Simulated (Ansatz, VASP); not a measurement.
## Two plane-wave programs on HfBe2Si2

```
Hf Be Si
1.0
    -1.77530    1.77530    4.74104
     1.77530   -1.77530    4.74104
     1.77530    1.77530   -4.74104
Hf Be Si
1 2 2
Cartesian
  0.0000 0.0000 0.0000
  0.0000 0.0000 3.5842
  0.0000 0.0000 5.8979
  0.0000 1.7753 2.3705
  1.7753 0.0000 2.3705
```

Change from the starting cell: species swapped into the ErFe2B2 type (I4/mmm, No. 139).

Alike in both runs: task relaxation of cell and atoms; functional PBE; k mesh 6 × 6 × 6; occupations gaussian, width 0.1 eV; no spin polarisation.

|  | VASP | Ansatz |
| --- | --- | --- |
| version | VASP 6.6.1 | Ansatz 0.2.0 |
| potentials or method | VASP PAW PBE potentials, release 64 (Hf_pv, Be, Si), cutoff 600 eV | scalar-relativistic, plane waves, PAW |
| valence electrons in the cell | 22 | 38 |

```tsv
	VASP	Ansatz	Ansatz less VASP
gap on the k mesh at the Fermi level, each at its own relaxed structure (eV)	none	none	-
relaxed volume (Å³/atom)	12.69	12.70	+0.011
relaxed length of the cell vector where the two differ most in proportion (Å)	5.432	5.438	+0.0054
```

A gap of «none» marks a metal or a gap that the smearing closes. VASP's potentials hold 22 valence electrons a cell and Ansatz's 38, so a difference there can come from the potentials and not from the codes.

The k mesh is coarse, so the values compare programs but aren't converged. Neither program's run includes spin-orbit coupling.
